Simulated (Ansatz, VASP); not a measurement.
## SbS2: VASP beside Ansatz

```
Sb S
1.0
     3.54541    0.00000    0.00000
    -1.77270    3.07041    0.00000
     0.00000    0.00000   16.53981
Sb S
1 2
Direct
  0.33333 0.66667 0.00000
  0.66667 0.33333 0.89713
  0.66667 0.33333 0.10287
```

Alike in both runs: functional PBEsol; k mesh 12 × 12 × 4; occupations gaussian, width 0.1 eV; no spin polarisation.

Ansatz relaxed the structure, and its values are those at the end. VASP's run is a single point on that final structure, the one shown.

|  | VASP | Ansatz |
| --- | --- | --- |
| version | VASP 6.6.1 | Ansatz 0.2.0 |
| potentials or method | VASP PAW PBE potentials, release 64 (Sb, S), cutoff 520 eV | scalar-relativistic, plane waves, PAW |
| valence electrons in the cell | 17 | 27 |

```csv
,VASP,Ansatz,Ansatz less VASP
gap on the k mesh at the Fermi level (eV),none,none,-
rms of the force components (eV/Å),0.003,0.002,-0.0015
```

VASP's potentials were made for PBE, not for PBEsol. A gap of «none» marks a metal or a gap that the smearing closes. With one functional, cell and mesh, what is left measures potentials, basis and numerics. VASP's potentials hold 17 valence electrons a cell and Ansatz's 27, so a difference there can come from the potentials and not from the codes.

Spin-orbit coupling is off throughout.
